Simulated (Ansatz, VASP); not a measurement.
**HfSi4: VASP beside Ansatz**

```xyz
5
Lattice="5.1827 0.0000 0.0000 -2.5914 4.4884 0.0000 0.0000 0.0000 5.1328" Properties=species:S:1:pos:R:3 pbc="T T T"
Hf    0.0000    0.0000    2.5664
Si    2.5914    0.0000    2.5664
Si   -1.2957    2.2442    2.5664
Si    1.2957    2.2442    2.5664
Si    0.0000    0.0000    0.0000
```

Alike in both runs: functional PBE; k mesh 12 × 12 × 8; occupations gaussian, width 0.1 eV; no spin polarisation.

Ansatz relaxed the structure, and its values are those at the end. VASP's run is a single point on that final structure, the one shown.

|  | VASP | Ansatz |
| --- | --- | --- |
| version | VASP 6.6.1 | Ansatz 0.2.0 |
| potentials or method | VASP PAW PBE potentials, release 64 (Hf_pv, Si), cutoff 520 eV | scalar-relativistic, plane waves, PAW |
| valence electrons in the cell | 26 | 42 |

```tsv
	VASP	Ansatz	Ansatz less VASP
gap on the k mesh at the Fermi level (eV)	none	none	-
pressure (GPa)	0.3	0.0	-0.30
```

A gap of «none» marks a metal or a gap that the smearing closes. VASP's potentials hold 26 valence electrons a cell and Ansatz's 42, so a difference there can come from the potentials and not from the codes.

Neither program's run includes spin-orbit coupling.
